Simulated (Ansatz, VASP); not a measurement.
## Two plane-wave programs on Zr

```
Zr
1.0
     3.18744    0.00000    0.00000
    -1.59372    2.76040    0.00000
     0.00000    0.00000    5.10748
Zr
2
Direct
  0.33333 0.66667 0.75000
  0.66667 0.33333 0.25000
```

Alike in both runs: functional PBEsol; k mesh 16 × 16 × 8; occupations gaussian, width 0.05 eV; no spin polarisation.

Ansatz relaxed the structure, and its values are those at the end. VASP's run is a single point on that final structure, the one shown.

```csv
,VASP,Ansatz
version,VASP 6.6.1,Ansatz 0.2.0
potentials or method,"VASP PAW PBE potentials, release 64 (Zr_sv), cutoff 520 eV","scalar-relativistic, plane waves, PAW"
valence electrons in the cell,24,24
```

Ansatz gave:

* pressure (GPa): 0.0

Question: Which values does VASP return?

Answer: Pressure (GPa): 0.1.

VASP's potentials were made for PBE, not for PBEsol. The functional is the same, so the differences come from potentials, cutoffs and numerics.
